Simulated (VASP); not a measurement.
Here is a VASP 6.6.1 calculation.

File INCAR:

```
PREC     = Accurate       # precision mode
ENCUT    = 520            # plane-wave cutoff, eV
EDIFF    = 1E-7           # SCF threshold, eV
ISMEAR   = 0              # smearing method
SIGMA    = 0.1            # smearing width, eV
LREAL    = F              # projectors in reciprocal space
LASPH    = T              # aspherical terms in the spheres
NELM     = 150            # most SCF steps
ALGO     = Normal         # electronic algorithm
ISIF     = 2              # what is computed and relaxed
LWAVE    = F              # write WAVECAR
LCHARG   = T              # write CHGCAR
ISPIN    = 2              # spin polarisation
MAGMOM   = 0 0 0 0 1 1    # initial moments
LORBIT   = 11             # projections on sites
GGA      = PE             # functional
LELF     = T              # ELF
LVHAR    = T            
NBANDS   = 37             # bands
```

KPOINTS

```
regular mesh
0
Gamma
  3 3 4
```

POSCAR

```
Ba2C
1.0
    7.5632086925      0.0000000000      0.0000000000
   -3.7816043463      6.5499308618      0.0000000000
    0.0000000000      0.0000000000      3.9569457112
Ba C
4 2
Direct
    0.5000000000      0.5000000000      0.0000000000
    0.5000000000      0.0000000000      0.0000000000
    0.0000000000      0.5000000000      0.0000000000
    0.0000000000      0.0000000000      0.5000000000
    0.3333333333      0.6666666667      0.5000000000
    0.6666666667      0.3333333333      0.5000000000
```

Potentials or basis: VASP PAW PBE potentials, release 64 (Ba_sv, C).

Run with:

```sh
$ cat potpaw_PBE.64/Ba_sv/POTCAR potpaw_PBE.64/C/POTCAR > POTCAR
$ mpirun -np 1 vasp_std > vasp.out
```

Task: Estimate the net moment.

Result: 1.79 μB per cell.

Task: Estimate the pressure.

Result: 1.0 GPa.

Task: Predict the site moments.

Result: Ba +0.05, +0.01; C +0.36 μB.

Caveat: the k points lie up to 0.40 Å⁻¹ apart.
